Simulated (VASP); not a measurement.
Input of a VASP 6.6.1 run:

INCAR

```
SYSTEM = Be
PREC = Accurate
ENCUT = 520
EDIFF = 1E-7
ISMEAR = -1
SIGMA = 0.15
LREAL = .False.
LASPH = .True.
NELM = 100
ALGO = Normal
ISIF = 2
LWAVE = .False.
LCHARG = .True.
GGA = B5
ALDAX = 1.0
AGGAX = 1.0
AGGAC = 1.0
ALDAC = 0.0
LELF = .True.
LVHAR = .True.
NBANDS = 9
```

KPOINTS

```
regular mesh
0
Gamma
  14 14 8
  0 0 0
```

POSCAR

```
Be
1.0
    2.2853000000      0.0000000000      0.0000000000
   -1.1426500000      1.9791300000      0.0000000000
    0.0000000000      0.0000000000      3.5842000000
Be
2
Direct
    0.3333333333      0.6666666667      0.2500000000
    0.6666666667      0.3333333333      0.7500000000
```

Potentials or basis: VASP PAW PBE potentials, release 64 (Be).

The run is started by

```bash
$ cat potpaw_PBE.64/Be/POTCAR > POTCAR
$ mpirun -np 1 vasp_std > vasp.out
```

**Question.** Predict the band gap on the k mesh.

**Answer.** Zero (band 2 reaches 7.94 eV, above the bottom of band 3 at 7.18 eV).

**Question.** Estimate the pressure.

**Answer.** -2.5 GPa.

Stress tensor (GPa, compression positive):
```
-1.94  0.00  0.00
 0.00 -1.94  0.00
 0.00  0.00 -3.50
```

Caveat: the PAW data sets were made with another functional, which shifts forces and pressure a little.
